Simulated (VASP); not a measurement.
# Tl (P6_3/mmc) in VASP: a series of runs, part 2 of 2

VASP 6.6.1.

## 3. Single point, PBEsol (strain -0.080 along x and y, +0.080 along z)

INCAR reads:

```
SYSTEM = Tl
ALGO = Fast
EDIFF = 1E-7
ENCUT = 520
GGA = PS
ISIF = 2
ISMEAR = 0
LASPH = .TRUE.
LCHARG = .TRUE.
LELF = .TRUE.
LREAL = .FALSE.
LVHAR = .TRUE.
LWAVE = .FALSE.
NBANDS = 20
NELM = 80
PREC = Accurate
SIGMA = 0.15
```

KPOINTS reads:

```
k-points
0
G
  18 18 10
  0 0 0
```

POSCAR reads:

```
Tl
1.0
    3.1795184880      0.0000000000      0.0000000000
   -1.5897592440      2.7535437824      0.0000000000
    0.0000000000      0.0000000000      5.9670000000
Tl
2
Direct
    0.3333333333      0.6666666667      0.2500000000
    0.6666666667      0.3333333333      0.7500000000
```

Potentials or basis: VASP PAW PBE potentials, release 64 (Tl_d).

Started as:

```sh
> cat potpaw_PBE.64/Tl_d/POTCAR > POTCAR
> mpirun -np 1 vasp_std > vasp.out
```

OUTCAR:

```text
SYSTEM = Tl
   EDIFF = 1E-7
   ENCUT = 520
   GGA = PS
   ISIF = 2
   ISMEAR = 0
   LASPH = .TRUE.
   LREAL = .FALSE.
   NELM = 80
   PREC = Accurate

 ion  position               nearest neighbor table
   1  0.333  0.667  0.250-   2 3.50   2 3.50   2 3.50   2 3.50   2 3.50   2 3.50
   2  0.667  0.333  0.750-   1 3.50   1 3.50   1 3.50   1 3.50   1 3.50   1 3.50

  LATTYP: Found a hexagonal cell.
 ALAT       =     3.1795184880
 C/A-ratio  =     1.8766992620

  Lattice vectors:

 A1 = (   3.1795184880,   0.0000000000,   0.0000000000)
 A2 = (  -1.5897592440,   2.7535437824,   0.0000000000)
 A3 = (   0.0000000000,   0.0000000000,   5.9670000000)

Analysis of symmetry for initial positions (statically):
=====================================================================
 Subroutine PRICEL returns:
 Original cell was already a primitive cell.

 Routine SETGRP: Setting up the symmetry group for a
 hexagonal supercell.

 Subroutine GETGRP returns: Found 24 space group operations
 (whereof 12 operations were pure point group operations)
 out of a pool of 24 trial point group operations.

[... 157 lines left out ...]

 Free energy of the ion-electron system (eV)
  ---------------------------------------------------
  ext. energy  EPLUGINS =         0.00000000
  ---------------------------------------------------
  free energy    TOTEN  =        -5.10043059 eV

  energy without entropy =       -5.09007857  energy(sigma->0) =       -5.09525458

 E-fermi :   7.4035     XC(G=0): -10.8140

 val. band max:        7.3971341140   @ k =   0.2778   0.1111   0.2000
 cond. band min:       7.4071533328   @ k =   0.2778   0.1667   0.3000
 fundamental gap:      0.0100192187
 Fermi energy:         7.4035456668

 k-point     1 :       0.0000    0.0000    0.0000
  band No.  band energies     occupation
      1      -4.7578      2.00000
      2      -4.5829      2.00000
      3      -4.3295      2.00000
      4      -4.3295      2.00000
      5      -4.2943      2.00000
      6      -4.2943      2.00000
[... 541 lines left out ...]
     19      16.8637      0.00000
     20      19.4796      0.00000

 [... further k-points ...]
[... 5 lines left out ...]
  --------------------------------------------------------------------------------------
  -------------------------------------------------------------------------------------
  Total        2.4077066      2.4077066      0.0584834      0.0000000     -0.0000000      0.0000000
  in kB       73.8422229     73.8422229      1.7936341      0.0000000     -0.0000000      0.0000000
  external PRESSURE =      49.8260266 kB  Pullay stress =       0.0000000 kB

 VOLUME and BASIS-vectors are now :
 -----------------------------------------------------------------------------
  energy-cutoff  :      520.00
  volume of cell :       52.24
      direct lattice vectors                 reciprocal lattice vectors
     3.179518488  0.000000000  0.000000000     0.314513032  0.181584184  0.000000000
    -1.589759244  2.753543782  0.000000000     0.000000000  0.363168367  0.000000000
     0.000000000  0.000000000  5.967000000     0.000000000  0.000000000  0.167588403

 POSITION                                       TOTAL-FORCE (eV/Angst)
 -----------------------------------------------------------------------------------
     -0.00000      1.83570      1.49175        -0.000000     -0.000000      0.000000
      1.58976      0.91785      4.47525         0.000000      0.000000      0.000000
 -----------------------------------------------------------------------------------
    total drift:                                0.000000     -0.000000      0.000000

  FREE ENERGIE OF THE ION-ELECTRON SYSTEM (eV)
  ---------------------------------------------------
  free  energy   TOTEN  =        -5.1004305892 eV

  energy  without entropy=       -5.0900785711  energy(sigma->0) =       -5.09525458
```

OSZICAR:

```text
N       E                     dE             d eps       ncg     rms          rms(c)
DAV:   1     0.132393623230E+03    0.13239E+03   -0.14306E+04  8928   0.125E+03
DAV:   2    -0.261922495415E+01   -0.13501E+03   -0.13239E+03  9708   0.282E+02
DAV:   3    -0.518203154194E+01   -0.25628E+01   -0.25504E+01 10244   0.344E+01
DAV:   4    -0.519709089521E+01   -0.15059E-01   -0.15058E-01  9704   0.285E+00
DAV:   5    -0.519728035838E+01   -0.18946E-03   -0.18946E-03 10100   0.320E-01    0.453E+00
RMM:   6    -0.511667035091E+01    0.80610E-01   -0.11946E-01  8911   0.234E+00    0.301E+00
RMM:   7    -0.510246702018E+01    0.14203E-01   -0.74689E-02  9102   0.199E+00    0.840E-01
RMM:   8    -0.510043168871E+01    0.20353E-02   -0.92819E-03  9384   0.643E-01    0.745E-02
RMM:   9    -0.510043077332E+01    0.91538E-06   -0.26872E-04  9934   0.138E-01    0.344E-02
RMM:  10    -0.510043041059E+01    0.36273E-06   -0.42932E-05  9925   0.529E-02    0.543E-03
RMM:  11    -0.510043070980E+01   -0.29921E-06   -0.78734E-06 10013   0.195E-02    0.173E-03
RMM:  12    -0.510043065300E+01    0.56800E-07   -0.21268E-06  9959   0.101E-02    0.739E-04
RMM:  13    -0.510043053842E+01    0.11458E-06   -0.60995E-07  7534   0.487E-03    0.776E-04
RMM:  14    -0.510043058921E+01   -0.50793E-07   -0.19214E-07  6251   0.276E-03
   1 F= -.51004306E+01 E0= -.50952546E+01  d E =-.103520E-01
```

Run time: 3.3 min. Hardware: 1 thread of Oxide Virtual Turin-like, shared host; peak memory 0.27 GiB.

Results:

- Free energy: -5.1004 eV
- Pressure: 5.0 GPa
- Band gap on the k mesh: zero (band 13 reaches 10.01 eV, above the bottom of band 14 at 4.76 eV)

Caveat: the cell differs from its parent crystal (strain -0.080 along x and y, +0.080 along z); the PAW data sets were made with another functional, which shifts forces and pressure a little; spin-orbit coupling is left out, which moves the levels of the heavy elements.

## 4. Single point, PBEsol (strain +0.000 along x and y, -0.080 along z)

INCAR reads:

```
  ALGO = Fast
  EDIFF = 1E-6
  ENCUT = 520
  GGA = PS
  ISIF = 2
  ISMEAR = 0
  LASPH = True
  LCHARG = False
  LREAL = False
  LWAVE = False
  NBANDS = 20
  NELM = 100
  PREC = Accurate
  SIGMA = 0.15
```

KPOINTS reads:

```
k-points
0
Gamma
  18 18 10
```

POSCAR reads:

```
Tl
1.0
    3.4559983565      0.0000000000      0.0000000000
   -1.7279991783      2.9929823722      0.0000000000
    0.0000000000      0.0000000000      5.0830000000
Tl
2
Direct
    0.3333333333      0.6666666667      0.2500000000
    0.6666666667      0.3333333333      0.7500000000
```

Started as:

```sh
> cat potpaw_PBE.64/Tl_d/POTCAR > POTCAR
> mpirun -np 1 vasp_std > vasp.out
```

It took 3.2 min on 1 thread of Oxide Virtual Turin-like, shared host; peak memory 0.28 GiB.

Results (log left out):

* Free energy: -5.1838 eV
* Pressure: 4.2 GPa
* Band gap on the k mesh: zero (band 13 reaches 12.34 eV, above the bottom of band 14 at 4.73 eV)

Stress tensor (GPa, compression positive):
```
3.32 0.00 0.00
0.00 3.32 0.00
0.00 0.00 5.99
```

Levels at points of the mesh, in eV from the Fermi level:
```
           k point  band 11  band 12  band 13  band 14  band 15  band 16
(0.00, 0.00, 0.00)   -10.67    -4.15    -2.87     7.48     7.48     9.87
(0.50, 0.00, 0.00)    -6.24    -5.12    -0.05     1.17     1.47     3.28
(0.00, 0.00, 0.50)    -8.94    -8.94     5.03     5.03     8.70     8.70
(0.50, 0.00, 0.50)    -4.85    -4.85    -2.58    -2.58     5.43     5.43
```

Caveat: the cell differs from its parent crystal (strain +0.000 along x and y, -0.080 along z); the PAW data sets were made with another functional, which shifts forces and pressure a little; spin-orbit coupling is left out, which moves the levels of the heavy elements.

## 5. The runs side by side

| cell | further INCAR settings | gap on the mesh (eV) | pressure (GPa) |
| --- | --- | --- | --- |
| a = 3.318, b = 3.318, c = 5.304 Å, angles 90.0, 90.0, 120.0°, 2 atoms | ALGO = Fast; EDIFF = 1e-06; NBANDS = 20 | none | 6.2 |
| a = 3.180, b = 3.180, c = 5.967 Å, angles 90.0, 90.0, 120.0°, 2 atoms | ALGO = Fast; EDIFF = 1e-07; NBANDS = 20 | none | 5.0 |
| a = 3.456, b = 3.456, c = 5.083 Å, angles 90.0, 90.0, 120.0°, 2 atoms | ALGO = Fast; EDIFF = 1e-06; NBANDS = 20 | none | 4.2 |

Alike in all rows: task single point; level PBEsol; potentials or basis VASP PAW PBE potentials, release 64 (Tl_d); no spin polarisation; k mesh 18 × 18 × 10; cutoff (eV) 520; smearing gaussian 0.15 eV.

Caveats: the PAW data sets were made with another functional, which shifts forces and pressure a little; spin-orbit coupling is left out, which moves the levels of the heavy elements.

Absolute energies hang on the potentials; compare differences alone.
